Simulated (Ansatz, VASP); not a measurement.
# Two plane-wave programs on TiO2

```
Ti O
1.0
    -1.90724    1.90156    4.73351
     1.90724   -1.90156    4.73351
     1.90724    1.90156   -4.73351
Ti O
2 4
Direct
  0.99969 0.99969 0.00000
  0.75031 0.25031 0.50000
  0.20948 0.20948 0.00000
  0.95945 0.45945 0.50000
  0.54052 0.04052 0.50000
  0.79055 0.79055 0.00000
```

Alike in both runs: functional PBE; k mesh 7 × 7 × 7; no spin polarisation.

Ansatz relaxed the structure, and its values are those at the end. VASP's run is a single point on that final structure, the one shown.

|  | VASP | Ansatz |
| --- | --- | --- |
| version | VASP 6.6.1 | Ansatz 0.2.0 |
| potentials or method | VASP PAW PBE potentials, release 64 (Ti_sv, O) | scalar-relativistic, plane waves, PAW |
| plane-wave cutoff (eV) | 520 | 420 |
| occupations | gaussian, width 0.01 eV | fixed |
| valence electrons in the cell | 48 | 48 |

|  | VASP | Ansatz | Ansatz less VASP |
| --- | --- | --- | --- |
| pressure (GPa) | 3.4 | 2.8 | -0.68 |
| rms of the force components (eV/Å) | 0.011 | 0.000 | -0.0114 |

Ansatz's warnings: stress scf threshold loose.
